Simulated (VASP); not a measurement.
A run of VASP 6.6.1:

Contents of INCAR:

```
SYSTEM = Li3Au
ALGO = Normal ; EDIFF = 1E-6
ENCUT = 520 ; GGA = CA
ISIF = 2 ; ISMEAR = 0
LASPH = .True. ; LCHARG = .False.
LREAL = .False. ; LWAVE = .False.
NBANDS = 18 ; NELM = 60
PREC = Accurate ; SIGMA = 0.1
```

KPOINTS

```
k-points
0
Gamma
  7 7 7
  0 0 0
```

POSCAR

```
Li3Au
1.0
    0.0000000000      3.0500063253      3.0500063253
    3.0500063253      0.0000000000      3.0500063253
    3.0500063253      3.0500063253      0.0000000000
Li Au
3 1
Direct
    0.2500000000      0.2500000000      0.2500000000
    0.7500000000      0.7500000000      0.7500000000
    0.5000000000      0.5000000000      0.5000000000
    0.0000000000      0.0000000000      0.0000000000
```

Potentials or basis: VASP PAW LDA potentials, release 64 (Li_sv, Au).

Launch:

```sh
$ cat potpaw_LDA.64/Li_sv/POTCAR potpaw_LDA.64/Au/POTCAR > POTCAR
$ mpirun -np 1 vasp_std > vasp.out
```

Hardware: 1 thread of Intel(R) Xeon(R) Platinum 8488C (Sapphire Rapids) (shared host).

Task: Estimate the wall time of this run.

Result: It took 12 s on 1 thread of Intel(R) Xeon(R) Platinum 8488C (Sapphire Rapids), on a shared host, peak memory 0.16 GiB. Counts: scf iterations 12, k points 20.
